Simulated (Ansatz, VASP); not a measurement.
# ZnS: VASP beside Ansatz

Contents of INCAR:

```
SYSTEM = ZnS
PREC     = Accurate       ! precision mode
ENCUT    = 520            ! plane-wave cutoff, eV
EDIFF    = 1E-6           ! SCF threshold, eV
ISMEAR   = 0              ! smearing method
SIGMA    = 0.05           ! smearing width, eV
LREAL    = .FALSE.        ! projectors in reciprocal space
LASPH    = .TRUE.         ! aspherical terms in the spheres
NELM     = 80             ! most SCF steps
ALGO     = Normal         ! electronic algorithm
ISIF     = 2              ! what is computed and relaxed
LWAVE    = .FALSE.        ! write WAVECAR
LCHARG   = .TRUE.         ! write CHGCAR
GGA      = PE             ! functional
LELF     = .TRUE.         ! ELF
LVHAR    = .TRUE.       
NBANDS   = 26             ! bands
```

The input KPOINTS:

```
Automatic mesh
0
G
  12 12 4
  0 0 0
```

Contents of POSCAR:

```
ZnS
1.0
    3.8454929889      0.0000000000      0.0000000000
   -1.9227464944      3.3302946184      0.0000000000
    0.0000000000      0.0000000000      6.3053333047
Zn S
2 2
Direct
    0.3537339306      0.6109311984      0.0052197899
    0.6870672639      0.2775978651      0.5052197899
    0.3333333333      0.6666666667      0.3797802101
    0.6666666667      0.3333333333      0.8797802101
```

Input for Ansatz:

```yaml
crystal:
  lattice:
    - [3.8454929889, 0.0, 0.0]
    - [-1.9227464944, 3.3302946184, 0.0]
    - [0.0, 0.0, 6.3053333047]
  atoms:
    - { symbol: Zn, position: [0.3537339306, 0.6109311984, 0.0052197899] }
    - { symbol: Zn, position: [0.6870672639, 0.2775978651, 0.5052197899] }
    - { symbol: S, position: [0.3333333333, 0.6666666667, 0.3797802101] }
    - { symbol: S, position: [0.6666666667, 0.3333333333, 0.8797802101] }
basis:
  ecutwfc: 420
kpoints:
  mp_grid: { grid: [12, 12, 4] }
hamiltonian:
  xc: pbe
scf:
  occupations: { method: gaussian, width: 0.05 }
output:
  forces: true
  stress: true
  eigenvalues: true
  write_density: true
  write_potential: true
  elf: true
  volumetric_format: npy
```

Change from the starting cell: all Zn atoms moved +0.263 Å, as atom 1 along Cartesian [1 -1 0].

Alike in both runs: task single point; functional PBE; k mesh 12 × 12 × 4; occupations gaussian, width 0.05 eV; no spin polarisation.

|  | VASP | Ansatz |
| --- | --- | --- |
| version | VASP 6.6.1 | Ansatz 0.2.0 |
| potentials or method | VASP PAW PBE potentials, release 64 (Zn, S), cutoff 520 eV | scalar-relativistic, plane waves, PAW |
| valence electrons in the cell | 36 | 36 |

```tsv
	VASP	Ansatz	Ansatz less VASP
gap on the k mesh at the Fermi level (eV)	2.02	2.01	-0.007
least direct gap on the mesh (eV)	2.02	2.01	-0.007
pressure (GPa)	2.4	2.2	-0.16
traceless stress, the component that is largest in VASP (GPa)	-2.67	-2.64	+0.031
rms of the force components (eV/Å)	1.028	1.022	-0.0058
```

Atom by atom the forces differ by 0.006 eV/Å (rms over components). With one functional, cell and mesh, what is left measures potentials, basis and numerics.
